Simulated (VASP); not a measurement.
# ZrB2 (R-3m) in VASP: further runs, part 2 of 2

VASP 6.6.1. The steps go on from the part before.

### 4 Relaxation of cell and atoms, PBE

INCAR

```
SYSTEM = ZrB2
ALGO = Normal
EDIFF = 1E-6
EDIFFG = -0.04
ENCUT = 600
GGA = PE
IBRION = 2
ISIF = 3
ISMEAR = 0
LASPH = .TRUE.
LCHARG = .FALSE.
LREAL = .FALSE.
LWAVE = .FALSE.
NELM = 100
NSW = 90
PREC = Accurate
SIGMA = 0.1
```

KPOINTS

```
k-points
0
G
  6 6 6
  0 0 0
```

POSCAR

```
ZrB2
1.0
    2.3206952600      1.3398540400      3.8810229600
   -2.3206952600      1.3398540400      3.8810229600
    0.0000000000     -2.6797080700      3.8810229600
Zr B
2 4
Direct
    0.2795883000      0.2795883000      0.2795883000
    0.7204117000      0.7204117000      0.7204117000
    0.5000000000      0.5000000000      0.5000000000
    0.0000000000      0.0000000000      0.0000000000
    0.1409731300      0.1409731300      0.1409731300
    0.8590268700      0.8590268700      0.8590268700
```

Launch:

```console
$ cat potpaw_PBE.64/Zr_sv/POTCAR potpaw_PBE.64/B/POTCAR > POTCAR
$ mpirun -np 1 vasp_std > vasp.out
```

Wall time 32 min (1 thread of Intel Xeon Platinum 8259CL at 2.50GHz (Skylake/Cascade Lake), shared host); peak memory 0.28 GiB.

The run converged. Its results:

| Property | Result |
| --- | --- |
| Free energy | -43.1202 eV |
| Relaxed volume | 12.23 Å³/atom |
| Relaxed cell | a = 5.826 Å, b = 5.826 Å, c = 5.826 Å, α = 39.93°, β = 39.93°, γ = 39.93° |
| Space group after relaxing (to 0.05 Å) | R-3m (No. 166) |
| Energy gained by relaxing | 2186.2 meV/atom |
| Ionic steps | 39 |
| Pressure after relaxing | 0.1 GPa |
| Largest force after relaxing | 0.015 eV/Å |
| Band gap on the k mesh | zero (band 18 reaches 8.98 eV, above the bottom of band 19 at 8.03 eV) |

Forces in eV/Å, atoms in the order of the input:
```
Zr   0.000  0.000 -0.015
Zr   0.000  0.000  0.015
B    0.000  0.000  0.000
B    0.000  0.000  0.000
B    0.000  0.000 -0.014
B    0.000  0.000  0.014
```

Stress tensor (GPa, compression positive):
```
 0.10  0.00  0.00
 0.00  0.10  0.00
 0.00  0.00 -0.01
```

The path:
```csv
step,energy change (eV),largest force (eV/Å),pressure (GPa),volume (Å³)
1,0.0000,19.6198,33.32,72.41
2,15.5899,56.8286,58.58,95.58
3,-4.6566,13.6927,14.45,80.58
4,-5.6521,11.9960,13.15,79.25
5,-7.3216,7.8000,14.27,75.88
6,-7.4580,4.9409,18.06,74.16
7,-7.4812,6.1351,16.41,74.80
8,-6.9796,2.4227,-18.07,88.13
9,-8.8606,1.7047,-5.91,80.30
10,-8.8746,1.6711,-4.70,79.87
11,-8.8762,1.6532,-4.04,79.65
12,-9.1232,1.5257,-1.24,76.93
13,-9.4189,2.6200,12.20,69.10
14,-9.4354,1.8665,7.79,71.06
15,-9.5386,1.9955,8.07,70.69
16,-9.8537,2.3775,9.12,69.55
17,-10.3915,3.3071,13.60,67.21
18,-10.7765,5.8924,33.36,62.23
19,-10.9059,4.6767,22.50,64.44
20,-10.9299,5.1411,26.08,63.63
21,-11.0966,5.0650,26.09,63.61
22,-11.4523,4.7991,27.02,63.50
23,-11.2491,5.5793,33.88,63.03
24,-11.5197,4.6583,29.15,63.35
25,-11.8668,4.0014,24.50,64.23
26,-12.5782,2.4469,12.56,66.88
27,-12.9257,0.6752,-3.72,72.37
28,-12.9403,0.8570,-1.82,71.53
29,-12.9410,0.9271,-1.09,71.23
30,-12.9583,0.8543,-0.74,71.17
31,-13.0022,0.6047,0.36,70.99
32,-13.0426,0.6460,2.89,70.62
33,-13.0679,0.5830,2.06,71.30
34,-13.0975,0.3637,0.10,73.31
35,-13.1125,0.1410,-0.45,73.60
36,-13.1143,0.1375,-0.69,73.74
37,-13.1166,0.0844,0.01,73.43
38,-13.1169,0.0593,0.35,73.28
39,-13.1173,0.0147,0.06,73.39
```

Final structure:
```xyz
6
Lattice="1.9892 1.1485 5.3546 -1.9892 1.1485 5.3546 0.0000 -2.2969 5.3546" Properties=species:S:1:pos:R:3 pbc="T T T"
Zr    0.0000    0.0000    3.9440
Zr    0.0000    0.0000   12.1197
B     0.0000    0.0000    8.0318
B     0.0000    0.0000    0.0000
B     0.0000    0.0000    1.6198
B     0.0000    0.0000   14.4439
```

Levels at points of the mesh, in eV from the Fermi level:
```csv
k point,band 16,band 17,band 18,band 19,band 20,band 21
"(0.00, 0.00, 0.00)",-1.95,-0.70,0.56,0.80,0.80,1.06
"(0.50, 0.00, 0.00)",-2.71,-2.33,0.28,0.30,0.35,1.19
"(0.50, 0.50, 0.00)",-2.26,-0.30,-0.12,0.13,0.16,0.76
"(0.50, 0.50, 0.50)",-3.88,-1.08,-0.36,-0.36,0.16,1.03
```

### 5 Single point, PBE, collinear spin, ferromagnetic start

This run uses another cell than the first one, of 12.25 Å³/atom, 1.015 times its volume.

INCAR

```
SYSTEM = ZrB2
PREC     = Accurate       ! precision mode
ENCUT    = 520            ! plane-wave cutoff, eV
EDIFF    = 1E-7           ! SCF threshold, eV
ISMEAR   = 0              ! smearing method
SIGMA    = 0.1            ! smearing width, eV
LREAL    = .FALSE.        ! projectors in reciprocal space
LASPH    = .TRUE.         ! aspherical terms in the spheres
NELM     = 150            ! most SCF steps
ALGO     = Normal         ! electronic algorithm
ISIF     = 2              ! what is computed and relaxed
LWAVE    = .FALSE.        ! write WAVECAR
LCHARG   = .FALSE.        ! write CHGCAR
ISPIN    = 2              ! spin polarisation
MAGMOM   = 1 1 0 0 0 0    ! initial moments
LORBIT   = 11             ! projections on sites
LMAXMIX  = 4              ! l up to which the mixer works
GGA      = PE             ! functional
NBANDS   = 31             ! bands
```

KPOINTS

```
Automatic mesh
0
G
  6 6 6
  0 0 0
```

POSCAR

```
ZrB2
1.0
    1.9892750268      1.1485084722      5.3623905145
   -1.9892750268      1.1485084722      5.3623905145
    0.0000000000     -2.2970169445      5.3623905145
Zr B
2 4
Direct
    0.2452158269      0.2452158269      0.2452158269
    0.7547841731      0.7547841731      0.7547841731
    0.5000000000      0.5000000000      0.5000000000
    0.0000000000      0.0000000000      0.0000000000
    0.1006334765      0.1006334765      0.1006334765
    0.8993665235      0.8993665235      0.8993665235
```

Launch:

```console
$ cat potpaw_PBE.64/Zr_sv/POTCAR potpaw_PBE.64/B/POTCAR > POTCAR
$ mpirun -np 1 vasp_std > vasp.out
```

Wall time 5.6 min (1 thread of Intel Xeon Platinum 8259CL at 2.50GHz (Skylake/Cascade Lake), shared host); peak memory 0.45 GiB.

Results (log left out):

- Free energy: -43.1328 eV
- Pressure: 0.1 GPa
- Largest force: 0.013 eV/Å
- Band gap on the k mesh: zero (filled and empty bands overlap)
- Net moment: 0.00 μB per cell
- Valence electrons inside the program's atomic spheres: Zr 9.94; B 1.55, 1.97, 1.93

Forces on the atoms (eV/Å):
```
Zr   0.000  0.000  0.013
Zr   0.000  0.000 -0.013
B    0.000  0.000  0.000
B    0.000  0.000  0.000
B    0.000  0.000  0.012
B    0.000  0.000 -0.012
```

Stress tensor (GPa, compression positive):
```
0.10 0.00 0.00
0.00 0.10 0.00
0.00 0.00 0.18
```

Levels at points of the mesh, in eV from the Fermi level:
Spin up:
```tsv
k point	band 14	band 15	band 16	band 17	band 18	band 19	band 20	band 21	band 22	band 23
(0.00, 0.00, 0.00)	-3.17	-3.17	-1.98	-0.69	0.55	0.80	0.80	1.06	1.06	1.29
(0.50, 0.00, 0.00)	-3.44	-3.38	-2.71	-2.35	0.29	0.29	0.34	1.21	1.35	3.35
(0.50, 0.50, 0.00)	-3.68	-3.52	-2.26	-0.31	-0.13	0.13	0.16	0.76	2.14	3.40
(0.50, 0.50, 0.50)	-4.07	-3.87	-3.87	-1.07	-0.35	-0.35	0.17	1.05	1.05	4.07
```
Spin down:
```csv
k point,band 14,band 15,band 16,band 17,band 18,band 19,band 20,band 21,band 22,band 23
"(0.00, 0.00, 0.00)",-3.17,-3.17,-1.98,-0.69,0.55,0.80,0.80,1.06,1.06,1.29
"(0.50, 0.00, 0.00)",-3.44,-3.38,-2.71,-2.35,0.29,0.29,0.34,1.21,1.35,3.35
"(0.50, 0.50, 0.00)",-3.68,-3.52,-2.26,-0.31,-0.13,0.13,0.16,0.76,2.14,3.40
"(0.50, 0.50, 0.50)",-4.07,-3.87,-3.87,-1.07,-0.35,-0.35,0.17,1.05,1.05,4.07
```

### 6 Single point, PBE

This run uses another cell than the first one, of 12.27 Å³/atom, 1.017 times its volume.

INCAR

```
SYSTEM = ZrB2
PREC = Accurate
ENCUT = 520
EDIFF = 1E-6
ISMEAR = 0
SIGMA = 0.1
LREAL = .False.
LASPH = .True.
NELM = 100
ALGO = Normal
ISIF = 2
LWAVE = .False.
LCHARG = .True.
GGA = PE
LELF = .True.
LVHAR = .True.
NBANDS = 27
```

KPOINTS

```
Automatic mesh
0
Gamma
  12 12 12
  0 0 0
```

POSCAR

```
ZrB2
1.0
    1.9904796288      1.1492039495      5.3635697311
   -1.9904796288      1.1492039495      5.3635697311
    0.0000000000     -2.2984078990      5.3635697310
Zr B
2 4
Direct
    0.2449743596      0.2449743596      0.2449743596
    0.7550256404      0.7550256404      0.7550256404
    0.5000000000      0.5000000000      0.5000000000
    0.0000000000      0.0000000000      0.0000000000
    0.1005386766      0.1005386766      0.1005386766
    0.8994613234      0.8994613234      0.8994613234
```

Potentials or basis: VASP PAW PBE potentials, release 64 (Zr_sv, B).

Launch:

```console
$ cat potpaw_PBE.64/Zr_sv/POTCAR potpaw_PBE.64/B/POTCAR > POTCAR
$ mpirun -np 1 vasp_std > vasp.out
```

OUTCAR:

```text
SYSTEM = ZrB2
   PREC = Accurate
   ENCUT = 520
   EDIFF = 1E-6
   ISMEAR = 0
   LREAL = .False.
   LASPH = .True.
   NELM = 100
   ISIF = 2
   GGA = PE

 ion  position               nearest neighbor table
   1  0.245  0.245  0.245-   6 2.31   6 2.31   6 2.31   5 2.32   3 2.62   3 2.62   3 2.62   4 2.70
                             4 2.70   4 2.70   2 3.41   2 3.41   2 3.41   2 3.66   2 3.66   2 3.66
   2  0.755  0.755  0.755-   5 2.31   5 2.31   5 2.31   6 2.32   3 2.62   3 2.62   3 2.62   4 2.70
                             4 2.70   4 2.70   1 3.41   1 3.41   1 3.41   1 3.66   1 3.66   1 3.66
   3  0.500  0.500  0.500-   1 2.62   2 2.62   1 2.62   1 2.62   2 2.62   2 2.62
   4  0.000  0.000  0.000-   5 1.62   6 1.62   2 2.70   1 2.70   2 2.70   2 2.70   1 2.70   1 2.70

   5  0.101  0.101  0.101-   4 1.62   2 2.31   2 2.31   2 2.31   1 2.32
   6  0.899  0.899  0.899-   4 1.62   1 2.31   1 2.31   1 2.31   2 2.32

  LATTYP: Found a trigonal (rhomboedric) cell.
 ALAT       =     5.8352856940
 COS(alpha) =     0.7672866905

  Lattice vectors:

 A1 = (   1.9904796288,   1.1492039495,   5.3635697311)
 A2 = (  -1.9904796288,   1.1492039495,   5.3635697311)
 A3 = (   0.0000000000,  -2.2984078990,   5.3635697310)

[... 182 lines left out ...]

 E-fermi :   8.3726     XC(G=0): -11.4663

 val. band max:        8.3696222186   @ k =  -0.3333   0.5000   0.1667
 cond. band min:       8.3802828379   @ k =  -0.3333   0.4167   0.1667
 fundamental gap:      0.0106606194
 Fermi energy:         8.3726257018

 k-point     1 :       0.0000    0.0000    0.0000
  band No.  band energies     occupation
      1     -40.4273      2.00000
      2     -40.3739      2.00000
      3     -18.7328      2.00000
      4     -18.5716      2.00000
      5     -18.5716      2.00000
      6     -18.4703      2.00000
[... 709 lines left out ...]
     26      13.6257      0.00000
     27      14.1101      0.00000

 [... further k-points ...]
[... 5 lines left out ...]
  --------------------------------------------------------------------------------------
  -------------------------------------------------------------------------------------
  Total        0.0638987      0.0638987      0.0532399      0.0000000      0.0000000      0.0000000
  in kB        1.3907287      1.3907287      1.1587456      0.0000000      0.0000000      0.0000000
  external PRESSURE =       1.3134010 kB  Pullay stress =       0.0000000 kB

 VOLUME and BASIS-vectors are now :
 -----------------------------------------------------------------------------
  energy-cutoff  :      520.00
  volume of cell :       73.61
      direct lattice vectors                 reciprocal lattice vectors
     1.990479629  1.149203949  5.363569731     0.251195738  0.145027927  0.062147665
    -1.990479629  1.149203949  5.363569731    -0.251195738  0.145027927  0.062147665
     0.000000000 -2.298407899  5.363569731     0.000000000 -0.290055854  0.062147665

 POSITION                                       TOTAL-FORCE (eV/Angst)
 -----------------------------------------------------------------------------------
      0.00000      0.00000      3.94181        -0.000000     -0.000000      0.012319
      0.00000      0.00000     12.14890        -0.000000     -0.000000     -0.012319
      0.00000      0.00000      8.04535         0.000000      0.000000      0.000000
      0.00000      0.00000      0.00000        -0.000000      0.000000      0.000000
      0.00000      0.00000      1.61774        -0.000000      0.000000     -0.001633
      0.00000      0.00000     14.47297        -0.000000      0.000000      0.001633
 -----------------------------------------------------------------------------------
    total drift:                                0.000000     -0.000000      0.000000

  FREE ENERGIE OF THE ION-ELECTRON SYSTEM (eV)
  ---------------------------------------------------
  free  energy   TOTEN  =       -43.1711842860 eV

  energy  without entropy=      -43.1594872948  energy(sigma->0) =      -43.16533579
```

OSZICAR:

```text
N       E                     dE             d eps       ncg     rms          rms(c)
DAV:   1     0.258940479816E+03    0.25894E+03   -0.18707E+04 10206   0.131E+03
DAV:   2    -0.276644366671E+02   -0.28660E+03   -0.27808E+03 11686   0.351E+02
DAV:   3    -0.490277950747E+02   -0.21363E+02   -0.21085E+02 18457   0.747E+01
DAV:   4    -0.498471099926E+02   -0.81931E+00   -0.81728E+00 13306   0.142E+01
DAV:   5    -0.498766988210E+02   -0.29589E-01   -0.29583E-01 16065   0.200E+00    0.282E+01
DAV:   6    -0.431059941267E+02    0.67707E+01   -0.21053E+01 12262   0.220E+01    0.999E+00
DAV:   7    -0.431757818326E+02   -0.69788E-01   -0.26875E+00 15278   0.660E+00    0.386E+00
DAV:   8    -0.431782434912E+02   -0.24617E-02   -0.36904E-01 12835   0.338E+00    0.180E+00
DAV:   9    -0.431713199622E+02    0.69235E-02   -0.57262E-02 14218   0.124E+00    0.187E-01
DAV:  10    -0.431712872753E+02    0.32687E-04   -0.32879E-03 13617   0.252E-01    0.120E-01
DAV:  11    -0.431711815381E+02    0.10574E-03   -0.30948E-04 12732   0.944E-02    0.402E-02
DAV:  12    -0.431711836439E+02   -0.21058E-05   -0.35011E-05 14436   0.358E-02    0.130E-02
DAV:  13    -0.431711842860E+02   -0.64205E-06   -0.79976E-06 13125   0.172E-02
   1 F= -.43171184E+02 E0= -.43165336E+02  d E =-.116970E-01
```

It took 9.9 min on 1 thread of Intel Xeon Platinum 8259CL at 2.50GHz (Skylake/Cascade Lake), shared host; peak memory 0.54 GiB.

Results:

| Property | Result |
| --- | --- |
| Free energy | -43.1712 eV |
| Pressure | 0.1 GPa |
| Largest force | 0.012 eV/Å |
| Band gap on the k mesh | zero (band 18 reaches 9.05 eV, above the bottom of band 19 at 7.99 eV) |

Forces on the atoms (eV/Å):
```
Zr   0.000  0.000  0.012
Zr   0.000  0.000 -0.012
B    0.000  0.000  0.000
B    0.000  0.000  0.000
B    0.000  0.000 -0.002
B    0.000  0.000  0.002
```

Levels at points of the mesh, in eV from the Fermi level:
| k point | band 16 | band 17 | band 18 | band 19 | band 20 | band 21 |
| --- | --- | --- | --- | --- | --- | --- |
| (0.00, 0.00, 0.00) | -1.98 | -0.67 | 0.57 | 0.82 | 0.82 | 1.07 |
| (0.50, 0.00, 0.00) | -2.70 | -2.34 | 0.30 | 0.31 | 0.35 | 1.25 |
| (0.50, 0.50, 0.00) | -2.25 | -0.30 | -0.11 | 0.14 | 0.17 | 0.77 |
| (0.50, 0.50, 0.50) | -3.85 | -1.05 | -0.33 | -0.33 | 0.20 | 1.09 |

### 7 Summary

| task | spin | cell | k mesh | cutoff (eV) | gap on the mesh (eV) | pressure (GPa) | largest force (eV/Å) |
| --- | --- | --- | --- | --- | --- | --- | --- |
| single point | off | a = 4.716 Å, angles 59.0°, 6 atoms | 6 × 6 × 6 | 520 | none | 33.3 | 19.62 |
| single point | off | a = 5.834 Å, angles 39.9°, 6 atoms | 6 × 6 × 6 | 520 | none | 0.1 | 0.01 |
| relaxation of cell and atoms | off | relaxed from a = 4.716 Å, angles 59.0°, 6 atoms | 6 × 6 × 6 | 600 | none | 0.1 | 0.01 |
| single point | collinear, ferromagnetic start | a = 5.834 Å, angles 39.9°, 6 atoms | 6 × 6 × 6 | 520 | none | 0.1 | 0.01 |
| single point | off | a = 5.835 Å, angles 39.9°, 6 atoms | 12 × 12 × 12 | 520 | none | 0.1 | 0.01 |

Some of these runs hold the atoms at other places in the same cell, which the table doesn't show; runs alike in all that it shows share one row.

Alike in all rows: level PBE; potentials or basis VASP PAW PBE potentials, release 64 (Zr_sv, B); smearing gaussian 0.1 eV.

Caveats: forces of over 1 eV/Å act on the atoms, so gaps and moduli don't describe the material at rest (some runs).

Total energies depend on the potentials used, so only differences within one code and one set of settings carry meaning.
